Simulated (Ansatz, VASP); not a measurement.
Two plane-wave programs on Co

```
Co
1.0
     2.45650    0.00000    0.00000
    -1.22825    2.12739    0.00000
     0.00000    0.00000    3.96961
Co
2
Cartesian
  0.0000 1.4183 0.9924
  1.2282 0.7091 2.9772
```

Alike in both runs: functional PBEsol; k mesh 18 × 18 × 10; occupations gaussian, width 0.1 eV; collinear spin.

Ansatz relaxed the structure, and its values are those at the end. VASP's run is a single point on that final structure, the one shown.

|  | VASP | Ansatz |
| --- | --- | --- |
| version | VASP 6.6.1 | Ansatz 0.2.0 |
| potentials or method | VASP PAW PBE potentials, release 64 (Co), cutoff 520 eV | scalar-relativistic, plane waves, PAW |
| valence electrons in the cell | 18 | 34 |

```csv
,VASP,Ansatz,Ansatz less VASP
gap on the k mesh at the Fermi level (eV),none,none,-
pressure (GPa),-0.9,0.0,+0.87
net moment per atom (μB),1.57,1.57,+0.005
size of the moment on the site where the two differ most (μB),1.58,1.64,+0.063
```

VASP's potentials were made for PBE, not for PBEsol. Site moments also hang on the region over which each program counts them. A gap of «none» marks a metal or a gap that the smearing closes. VASP's potentials hold 18 valence electrons a cell and Ansatz's 34, so a difference there can come from the potentials and not from the codes.
